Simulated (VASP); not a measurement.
# SiSbS3 (R-3) in VASP: single point with PBE

Aim: the single point of SiSbS3 with PBE.

Everything below comes from runs of VASP 6.6.1. Logs are shortened: lines on timing, memory, paths and dates and some standing lists are left out, and cuts for length are marked.

## (1) The cell of the first run

It takes space group R-3 (No. 148, trigonal). Conventional cell: a = 6.482 Å, b = 6.482 Å, c = 22.603 Å, α = 90.00°, β = 90.00°, γ = 120.00°. Within 2.9 Å of Si (site symmetry 3) lie 3 S at 2.16 Å and 1 Si at 2.27 Å. Sb (site symmetry 3) has 6 S at 2.82 to 2.83 Å and 3 Sb at 3.74 Å and 6 Si at 3.91 Å within 4.0 Å. S (site symmetry 1) has 1 Si at 2.16 Å and 2 Sb at 2.82 to 2.83 Å within 2.9 Å.

## (2) Single point, PBE

INCAR

```
SYSTEM = SiSbS3
PREC     = Accurate       ! precision mode
ENCUT    = 520            ! plane-wave cutoff, eV
EDIFF    = 1E-6           ! SCF threshold, eV
ISMEAR   = 0              ! smearing method
SIGMA    = 0.02           ! smearing width, eV
LREAL    = .False.        ! projectors in reciprocal space
LASPH    = .True.         ! aspherical terms in the spheres
NELM     = 80             ! most SCF steps
ALGO     = Normal         ! electronic algorithm
ISIF     = 2              ! what is computed and relaxed
LWAVE    = .False.        ! write WAVECAR
LCHARG   = .False.        ! write CHGCAR
GGA      = PE             ! functional
NBANDS   = 38             ! bands
```

KPOINTS

```
regular mesh
0
Gamma
  6 6 6
  0 0 0
```

POSCAR

```
SiSbS3
1.0
    3.2409549541      1.8711662152      7.5343995320
   -3.2409549541      1.8711662152      7.5343995320
    0.0000000000     -3.7423324304      7.5343995320
Si Sb S
2 2 6
Direct
    0.9496869392      0.9496869392      0.9496869392
    0.0503130608      0.0503130608      0.0503130608
    0.3337478551      0.3337478551      0.3337478551
    0.6662521449      0.6662521449      0.6662521449
    0.9224278273      0.6031871686      0.2412514031
    0.6031871686      0.2412514031      0.9224278273
    0.2412514031      0.9224278273      0.6031871686
    0.3968128314      0.7587485969      0.0775721727
    0.7587485969      0.0775721727      0.3968128314
    0.0775721727      0.3968128314      0.7587485969
```

Potentials or basis: VASP PAW PBE potentials, release 64 (Si, Sb, S).

Command:

```sh
cat potpaw_PBE.64/Si/POTCAR potpaw_PBE.64/Sb/POTCAR potpaw_PBE.64/S/POTCAR > POTCAR
mpirun -np 1 vasp_std > vasp.out
```

OUTCAR:

```text
SYSTEM = SiSbS3
   PREC = Accurate
   ENCUT = 520
   EDIFF = 1E-6
   ISMEAR = 0
   LREAL = .False.
   LASPH = .True.
   NELM = 80
   ISIF = 2
   GGA = PE

 ion  position               nearest neighbor table
   1  0.950  0.950  0.950-   6 2.16   5 2.16   7 2.16   2 2.27
   2  0.050  0.050  0.050-   8 2.16  10 2.16   9 2.16   1 2.27
   3  0.334  0.334  0.334-   9 2.82   8 2.82  10 2.82   5 2.83   6 2.83   7 2.83   4 3.74   4 3.74
                             4 3.74
   4  0.666  0.666  0.666-   7 2.82   6 2.82   5 2.82  10 2.83   8 2.83   9 2.83   3 3.74   3 3.74
                             3 3.74
   5  0.922  0.603  0.241-   1 2.16   4 2.82   3 2.83
   6  0.603  0.241  0.922-   1 2.16   4 2.82   3 2.83
   7  0.241  0.922  0.603-   1 2.16   4 2.82   3 2.83
   8  0.397  0.759  0.078-   2 2.16   3 2.82   4 2.83
   9  0.759  0.078  0.397-   2 2.16   3 2.82   4 2.83
  10  0.078  0.397  0.759-   2 2.16   3 2.82   4 2.83

  LATTYP: Found a trigonal (rhomboedric) cell.
 ALAT       =     8.4126231538
 COS(alpha) =     0.7031663616

  Lattice vectors:

 A1 = (   3.2409549541,   1.8711662152,   7.5343995320)
 A2 = (  -3.2409549541,   1.8711662152,   7.5343995320)
 A3 = (   0.0000000000,  -3.7423324304,   7.5343995320)

Analysis of symmetry for initial positions (statically):
=====================================================================
 Subroutine PRICEL returns:
 Original cell was already a primitive cell.

 Routine SETGRP: Setting up the symmetry group for a
 trigonal (rhombohedral) supercell.

 Subroutine GETGRP returns: Found  6 space group operations
 (whereof  6 operations were pure point group operations)
 out of a pool of 12 trial point group operations.

The static configuration has the point symmetry S_6 .

Analysis of symmetry for dynamics (positions and initial velocities):
=====================================================================
 Subroutine PRICEL returns:
 Original cell was already a primitive cell.

 Routine SETGRP: Setting up the symmetry group for a
 trigonal (rhombohedral) supercell.

 Subroutine GETGRP returns: Found  6 space group operations
 (whereof  6 operations were pure point group operations)
 out of a pool of 12 trial point group operations.

The dynamic configuration has the point symmetry S_6 .

 Subroutine INISYM returns: Found  6 space group operations
 (whereof  6 operations are pure point group operations),
 and found     1 'primitive' translations

----------------------------------------------------------------------------------------

                                     Primitive cell

  volume of cell :     274.1481

  direct lattice vectors                    reciprocal lattice vectors
     3.240954954  1.871166215  7.534399532     0.154275517  0.089071011  0.044241526
    -3.240954954  1.871166215  7.534399532    -0.154275517  0.089071011  0.044241526
     0.000000000 -3.742332430  7.534399532     0.000000000 -0.178142022  0.044241526

  length of vectors
     8.412623154  8.412623154  8.412623154     0.183553514  0.183553514  0.183553514

  position of ions in fractional coordinates (direct lattice)
     0.949686939  0.949686939  0.949686939
     0.050313061  0.050313061  0.050313061
     0.333747855  0.333747855  0.333747855
     0.666252145  0.666252145  0.666252145
     0.922427827  0.603187169  0.241251403
     0.603187169  0.241251403  0.922427827
     0.241251403  0.922427827  0.603187169
     0.396812831  0.758748597  0.077572173
     0.758748597  0.077572173  0.396812831
     0.077572173  0.396812831  0.758748597

  ion indices of the primitive-cell ions
   primitive index   ion index
                 1           1
                 2           2
                 3           3
                 4           4
                 5           5
                 6           6
                 7           7
                 8           8
                 9           9
                10          10

----------------------------------------------------------------------------------------

 KPOINTS: regular mesh

Automatic generation of k-mesh.
 Grid dimensions read from file:
 generate k-points for:    6    6    6

 Generating k-lattice:

  Cartesian coordinates                     Fractional coordinates (reciprocal lattice)
     0.025712586  0.014845169  0.007373588     0.166666667 -0.000000000 -0.000000000
    -0.025712586  0.014845169  0.007373588    -0.000000000  0.166666667 -0.000000000
     0.000000000 -0.029690337  0.007373588    -0.000000000 -0.000000000  0.166666667

  Length of vectors
     0.030592252  0.030592252  0.030592252

  Shift w.r.t. Gamma in fractional coordinates (k-lattice)
     0.000000000  0.000000000  0.000000000

 Subroutine IBZKPT returns following result:
 ===========================================

 Found     40 irreducible k-points:

 Following reciprocal coordinates:
            Coordinates               Weight
  0.000000  0.000000  0.000000      1.000000
  0.166667 -0.000000  0.000000      6.000000
  0.333333 -0.000000  0.000000      6.000000
  0.500000 -0.000000  0.000000      3.000000
  0.166667  0.166667  0.000000      6.000000
  0.333333  0.166667  0.000000      6.000000
[... 16 lines left out ...]
  0.333333  0.333333  0.166667      6.000000
  0.500000  0.333333  0.166667      6.000000
 [... further k-points ...]
   k-points           NKPTS =     40   k-points in BZ     NKDIM =     40   number of bands    NBANDS=     38
   number of dos      NEDOS =    301   number of ions     NIONS =     10
   total plane-waves  NPLWV = 262144
   dimension x,y,z NGX =    64 NGY =   64 NGZ =   64
   dimension x,y,z NGXF=   128 NGYF=  128 NGZF=  128
   ions per type =               2   2   6
   NGX,Y,Z   is equivalent  to a cutoff of  12.65, 12.65, 12.65 a.u.
   NGXF,Y,Z  is equivalent  to a cutoff of  25.29, 25.29, 25.29 a.u.
 SYSTEM =  SiSbS3
   PREC   = accura    normal or accurate (medium, high low for compatibility)
   ISTART =      0    job   : 0-new  1-cont  2-samecut
   ICHARG =      2    charge: 1-file 2-atom 10-const
   ISPIN  =      1    spin polarized calculation?
   LNONCOLLINEAR =      F non collinear calculations
   LSORBIT =      F    spin-orbit coupling
   LASPH  =      T    aspherical Exc in radial PAW
   ENCUT  =  520.0 eV  38.22 Ry    6.18 a.u.  15.64 15.64 15.64*2*pi/ulx,y,z
   NELM   =     80;   NELMIN=  2; NELMDL= -5     # of ELM steps
   EDIFF  = 0.1E-05   stopping-criterion for ELM
   LREAL  =      F    real-space projection
   EDIFFG = 0.1E-04   stopping-criterion for IOM
   NSW    =      0    number of steps for IOM
   IBRION =     -1    ionic relax: 0-MD 1-quasi-New 2-CG
   NFREE  =      0    steps in history (QN), initial steepest desc. (CG)
   ISIF   =      2    stress and relaxation
   ISYM   =      2    0-nonsym 1-usesym 2-fastsym
   POTIM  = 0.5000    time-step for ionic-motion
   TEBEG  =    0.0;   TEEND  =   0.0 temperature during run
   PSTRESS=    0.0 pullay stress
   NELECT =      54.0000    total number of electrons
   NUPDOWN=      -1.0000    fix difference up-down
   EMIN   =  10.00;   EMAX   =-10.00  energy-range for DOS
   EFERMI =   0.00;   METHOD = LEGACY
   ISMEAR =     0;   SIGMA  =   0.02  broadening in eV -4-tet -1-fermi 0-gaus
   EFERMI_NEDOS =   21; number of points for ismear=-14 and -15
   IALGO  =     38    algorithm
   IMIX   =      4    mixing-type and parameters
     AMIX     =   0.40;   BMIX     =  1.00
     AMIX_MAG =   1.60;   BMIX_MAG =  1.00
  volume/ion in A,a.u.               =      27.41       185.00
  Fermi-wavevector in a.u.,A,eV,Ry     =   0.952528  1.800017 12.344692  0.907309
  Thomas-Fermi vector in A             =   2.081099
   LORBIT       =      0    0 simple, 1 ext, 2 COOP (PROOUT), +10 PAW based schemes
   GGA     = PE    functional components
   LHFCALC =     F    Hartree Fock is set to
   AEXX    =    0.0000 exact exchange contribution
   IVDW    =     0    specifies the selected vdW correction
   LEPSILON=     F    determine dielectric tensor
   LRPA    =     F    only Hartree local field effects (RPA)
 non-spin polarized calculation
 Gauss-broadening in eV      SIGMA  =   0.02
  energy-cutoff  :      520.00
  volume of cell :      274.15
 maximum number of plane-waves:      7407
 NGX is ok and might be reduce to    64
   NGX = 31   NGY = 31   NGZ = 31

 number of electron      54.0000001 magnetization

 Free energy of the ion-electron system (eV)
  ---------------------------------------------------
  ext. energy  EPLUGINS =         0.00000000
  ---------------------------------------------------
  free energy    TOTEN  =       -47.81010163 eV

  energy without entropy =      -47.81010163  energy(sigma->0) =      -47.81010163

 E-fermi :   3.2355     XC(G=0):  -8.2333

 val. band max:        3.1305837394   @ k =   0.5000   0.5000   0.3333
 cond. band min:       4.4134199985   @ k =   0.5000   0.5000   0.5000
 fundamental gap:      1.2828362591
 Fermi energy:         3.2354929825

 k-point     1 :       0.0000    0.0000    0.0000
  band No.  band energies     occupation
      1     -11.1575      2.00000
      2     -10.2109      2.00000
      3      -9.2008      2.00000
      4      -9.2008      2.00000
      5      -9.1611      2.00000
      6      -9.1611      2.00000
[... 30 lines left out ...]
     37       7.5553      0.00000
     38       8.8185      0.00000

 k-point     2 :       0.1667   -0.0000    0.0000
  band No.  band energies     occupation
      1     -11.0727      2.00000
      2     -10.1646      2.00000
      3      -9.3954      2.00000
      4      -9.2731      2.00000
      5      -9.1926      2.00000
      6      -9.1626      2.00000
[... 30 lines left out ...]
     37       7.5427      0.00000
     38       8.3778      0.00000
[... 859 lines left out ...]
     37       7.6124      0.00000
     38       8.4641      0.00000

 k-point    24 :       0.5000    0.3333    0.1667
  band No.  band energies     occupation
      1     -10.8994      2.00000
      2     -10.1046      2.00000
      3      -9.6206      2.00000
      4      -9.4671      2.00000
      5      -9.2389      2.00000
      6      -9.1801      2.00000
[... 30 lines left out ...]
     37       7.4066      0.00000
     38       8.0179      0.00000

 [... further k-points ...]
[... 5 lines left out ...]
  --------------------------------------------------------------------------------------
  -------------------------------------------------------------------------------------
  Total       -0.3563323     -0.3563323     -0.1501247     -0.0000000      0.0000000      0.0000000
  in kB       -2.0824783     -2.0824783     -0.8773594     -0.0000002      0.0000000      0.0000000
  external PRESSURE =      -1.6807720 kB  Pullay stress =       0.0000000 kB

 VOLUME and BASIS-vectors are now :
 -----------------------------------------------------------------------------
  energy-cutoff  :      520.00
  volume of cell :      274.15
      direct lattice vectors                 reciprocal lattice vectors
     3.240954954  1.871166215  7.534399532     0.154275517  0.089071011  0.044241526
    -3.240954954  1.871166215  7.534399532    -0.154275517  0.089071011  0.044241526
     0.000000000 -3.742332430  7.534399532     0.000000000 -0.178142022  0.044241526

 POSITION                                       TOTAL-FORCE (eV/Angst)
 -----------------------------------------------------------------------------------
      0.00000      0.00000     21.46596        -0.000000      0.000000     -0.019843
      0.00000      0.00000      1.13724        -0.000000     -0.000000      0.019843
      0.00000      0.00000      7.54377        -0.000000     -0.000000     -0.001073
      0.00000      0.00000     15.05943        -0.000000      0.000000      0.001073
      1.03464      1.95184     13.31228        -0.011630      0.018280      0.018235
      1.17302     -1.87195     13.31228         0.021646      0.000932      0.018235
     -2.20766     -0.07989     13.31228        -0.010016     -0.019212      0.018235
     -1.17302      1.87195      9.29092        -0.021646     -0.000932     -0.018235
      2.20766      0.07989      9.29092         0.010016      0.019212     -0.018235
     -1.03464     -1.95184      9.29092         0.011630     -0.018280     -0.018235
 -----------------------------------------------------------------------------------
    total drift:                                0.000000     -0.000000      0.000000

  FREE ENERGIE OF THE ION-ELECTRON SYSTEM (eV)
  ---------------------------------------------------
  free  energy   TOTEN  =       -47.8101016345 eV

  energy  without entropy=      -47.8101016345  energy(sigma->0) =      -47.81010163
```

Run time: 8.5 min. Hardware: 1 thread of Intel Xeon Platinum 8559C (Emerald Rapids), shared host; peak memory 0.76 GiB.

What came out:

| Item | Value |
| --- | --- |
| Free energy | -47.8101 eV |
| Pressure | -0.2 GPa |
| Largest force | 0.028 eV/Å |
| Band gap on the k mesh | 1.28 eV (least direct gap 1.38 eV) |

Forces in eV/Å, atoms in the order of the input:
```
Si   0.000  0.000 -0.020
Si   0.000  0.000  0.020
Sb   0.000  0.000 -0.001
Sb   0.000  0.000  0.001
S   -0.012  0.018  0.018
S    0.022  0.001  0.018
S   -0.010 -0.019  0.018
S   -0.022 -0.001 -0.018
S    0.010  0.019 -0.018
S    0.012 -0.018 -0.018
```

Stress tensor (GPa, compression positive):
```
-0.21  0.00  0.00
 0.00 -0.21  0.00
 0.00  0.00 -0.09
```

Caveat: spin-orbit coupling is left out, which moves the levels of the heavy elements. A k mesh can miss the band edges.
